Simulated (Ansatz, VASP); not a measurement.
# CsI6Br in VASP and in Ansatz

File INCAR:

```
ALGO = Normal ; EDIFF = 1E-7
ENCUT = 520 ; GGA = PE
ISIF = 2 ; ISMEAR = 1
LASPH = T ; LCHARG = T
LELF = T ; LREAL = F
LVHAR = T ; LWAVE = F
NBANDS = 39 ; NELM = 80
PREC = Accurate ; SIGMA = 0.0982
```

Contents of KPOINTS:

```
k-points
0
Gamma
  3 3 3
```

POSCAR

```
CsI6Br
1.0
    7.0257750000      0.0000000000      0.0000000000
   -0.7954570000      6.9805990000      0.0000000000
   -0.7954570000     -0.8912530000      6.9234730000
I Cs Br
6 1 1
Direct
    0.0778000000      0.8089000000      0.7042000000
    0.7042000000      0.0778000000      0.8089000000
    0.8089000000      0.7042000000      0.0778000000
    0.9222000000      0.1911000000      0.2958000000
    0.2958000000      0.9222000000      0.1911000000
    0.1911000000      0.2958000000      0.9222000000
    0.5000000000      0.5000000000      0.5000000000
    0.0000000000      0.0000000000      0.0000000000
```

Input for Ansatz:

```yaml
crystal:
  lattice:
    - [7.025775, 0.0, 0.0]
    - [-0.795457, 6.980599, 0.0]
    - [-0.795457, -0.891253, 6.923473]
  atoms:
    - { symbol: I, position: [0.0778, 0.8089, 0.7042] }
    - { symbol: I, position: [0.7042, 0.0778, 0.8089] }
    - { symbol: I, position: [0.8089, 0.7042, 0.0778] }
    - { symbol: I, position: [0.9222, 0.1911, 0.2958] }
    - { symbol: I, position: [0.2958, 0.9222, 0.1911] }
    - { symbol: I, position: [0.1911, 0.2958, 0.9222] }
    - { symbol: Cs, position: [0.5, 0.5, 0.5] }
    - { symbol: Br, position: [0.0, 0.0, 0.0] }
  symmetry: { tolerance: 0.0003 }
kpoints:
  mp_grid: { grid: [3, 3, 3], shift: [0, 0, 0] }
magnetization:
  spin_polarized: false
scf:
  occupations: { method: methfessel_paxton, width: 0.0982 }
hamiltonian:
  pseudopotentials: { kind: paw }
  xc: pbe
basis:
  ecutwfc: 420
output:
  forces: true
  stress: true
  eigenvalues: true
```

Alike in both runs: task single point; functional PBE; k mesh 3 × 3 × 3; occupations methfessel-paxton of order 1, width 0.0982 eV; no spin polarisation.

|  | VASP | Ansatz |
| --- | --- | --- |
| version | VASP 6.6.1 | Ansatz 0.2.0 |
| potentials or method | VASP PAW PBE potentials, release 64 (I, Cs_sv, Br), cutoff 520 eV | PAW plane waves |
| valence electrons in the cell | 58 | 118 |

Ansatz gave:

```
gap on the k mesh at the Fermi level (eV)                     : 1.44
pressure (GPa)                                                : 9.2
traceless stress, the component that is largest in VASP (GPa) : -0.31
rms of the force components (eV/Å)                            : 1.945
```

Problem. Which values does VASP return?

Solution. gap on the k mesh at the Fermi level (eV): 1.45; pressure (GPa): 9.1; traceless stress, the component that is largest in VASP (GPa): -0.31; rms of the force components (eV/Å): 1.942.

Atom by atom the forces differ by 0.008 eV/Å (rms over components). VASP's potentials hold 58 valence electrons a cell and Ansatz's 118, so a difference there can come from the potentials and not from the codes. Ansatz's warnings: structure snapped to symmetry.

Spin-orbit coupling is off throughout.
